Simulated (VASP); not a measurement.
A run of VASP 6.6.1 is set up as follows.

File INCAR:

```
SYSTEM = HfN
  PREC = Accurate
  ENCUT = 520
  EDIFF = 1E-7
  ISMEAR = 0
  SIGMA = 0.15
  LREAL = .FALSE.
  LASPH = .TRUE.
  NELM = 100
  ALGO = Normal
  ISIF = 2
  LWAVE = .FALSE.
  LCHARG = .FALSE.
  NBANDS = 14
```

Contents of KPOINTS:

```
regular mesh
0
G
  16 16 16
  0 0 0
```

POSCAR

```
HfN
1.0
    0.0000000000      2.5161925500      2.4548220000
    2.5161925500      0.0000000000      2.4548220000
    2.5161925500      2.5161925500      0.0000000000
Hf N
1 1
Direct
    0.0000000000      0.0000000000      0.0000000000
    0.7500000000      0.7500000000      0.7500000000
```

Potentials or basis: VASP PAW LDA potentials, release 64 (Hf_pv, N).

Run with:

```bash
$ cat potpaw_LDA.64/Hf_pv/POTCAR potpaw_LDA.64/N/POTCAR > POTCAR
$ mpirun -np 1 vasp_std > vasp.out
```

Question: Estimate the pressure.

Answer: -17.8 GPa.

Question: Estimate the band gap on the k mesh.

Answer: Zero (an odd number of electrons rules out a gap without spin polarisation).

Stress tensor (GPa, compression positive):
```
-19.06   0.00   0.00
  0.00 -19.06   0.00
  0.00   0.00 -15.37
```

Caveat: the cell differs from its parent crystal (strain +0.025 along x and y, +0.000 along z); the cell stands under tension; spin-orbit coupling is left out, which moves the levels of the heavy elements; an odd number of electrons without spin polarisation forces a metal; a magnetic or distorted state may lie lower.
